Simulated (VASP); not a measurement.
Here is a VASP 6.6.1 calculation.

Contents of INCAR:

```
PREC = Accurate
ENCUT = 520
EDIFF = 1E-6
ISMEAR = 0
SIGMA = 0.05
LREAL = F
LASPH = T
NELM = 100
ALGO = Normal
ISIF = 2
LWAVE = F
LCHARG = F
GGA = PS
NBANDS = 26
```

File KPOINTS:

```
Automatic mesh
0
Gamma
  8 8 8
```

File POSCAR:

```
AlN
1.0
   -3.1135599857      0.0000000000      0.0000000000
    0.0000000000      5.3928440876      0.0000000000
    1.5567799928     -2.6964220438     -4.9833504711
Al N
4 4
Direct
    0.9992461428      0.3301719348      0.9984922856
    0.4992461428      0.8301719348      0.9984922856
    0.2492461428      0.9183203507      0.4984922856
    0.7492461428      0.4183203507      0.4984922856
    0.8082527445      0.1363940141      0.6165054891
    0.3082527445      0.6363940141      0.6165054891
    0.0582527445      0.7301114750      0.1165054891
    0.5582527445      0.2301114750      0.1165054891
```

Potentials or basis: VASP PAW PBE potentials, release 64 (Al, N).

Run with:

```console
$ cat potpaw_PBE.64/Al/POTCAR potpaw_PBE.64/N/POTCAR > POTCAR
$ mpirun -np 1 vasp_std > vasp.out
```

Problem. Predict the band gap on the k mesh.

Solution. 4.11 eV.

Problem. Predict the pressure.

Solution. 0.2 GPa.

Stress tensor (GPa, compression positive):
```
 3.34  0.00  0.00
 0.00 -2.81  0.00
 0.00  0.00  0.05
```

Caveat: the cell differs from its parent crystal (atoms displaced along a vibrational mode); the PAW data sets were made with another functional, which shifts forces and pressure a little. A k mesh can miss the band edges.
